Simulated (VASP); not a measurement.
Se:

```xyz
3
Lattice="4.3662 0.0000 0.0000 -2.1831 3.7812 0.0000 0.0000 0.0000 4.9536" Properties=species:S:1:pos:R:3 pbc="T T T"
Se    1.6910    2.9289    0.0000
Se   -0.4921    0.8523    3.3024
Se    0.9841    0.0000    1.6512
```

| Item | Value |
| --- | --- |
| Program | VASP 6.6.1 |
| Task | relaxation of cell and atoms |
| Functional | BLYP |
| Dispersion | D3(BJ) |
| Potentials or basis | VASP PAW PBE potentials, release 64 (Se) |
| Cutoff | 600 eV |
| k mesh | 7 × 7 × 6 |
| Occupations | fermi-dirac, width 0.05 eV |
| Spin | no spin polarisation |

At the start: pressure 1.8 GPa; volume 27.26 Å³/atom.

Task: Where does the relaxation end?

Result: Over 15 steps the energy falls by 44.1 meV/atom and the volume is 24.84 Å³/atom (-8.9 %); space group P3_121 (No. 152, to 0.1 Å) before and after.

The path:
```csv
step,energy change (eV),largest force (eV/Å),pressure (GPa),volume (Å³)
1,0.0000,0.7752,1.78,81.78
2,-0.0301,0.1742,-2.80,85.40
3,-0.0458,0.1419,-1.24,84.00
4,-0.0704,0.1371,-1.03,82.21
5,-0.1206,0.1447,0.06,76.94
6,-0.0288,0.1949,5.32,66.77
7,-0.1247,0.2062,0.90,74.99
8,-0.1288,0.1119,-0.89,75.18
9,-0.1320,0.0059,-0.20,75.11
10,-0.1319,0.0023,-0.22,75.11
11,-0.1323,0.0042,-0.10,74.69
12,-0.1323,0.0068,-0.05,74.53
13,-0.1323,0.0064,-0.06,74.55
14,-0.1323,0.0106,0.06,74.50
15,-0.1323,0.0033,0.01,74.52
```

Final structure:
```xyz
3
Lattice="4.0768 0.0000 0.0000 -2.0384 3.5306 0.0000 0.0000 0.0000 5.1775" Properties=species:S:1:pos:R:3 pbc="T T T"
Se    1.5291    2.6485    0.0000
Se   -0.5093    0.8821    3.4516
Se    1.0186    0.0000    1.7258
```

Caveat: the PAW data sets were made with another functional, which shifts forces and pressure a little.
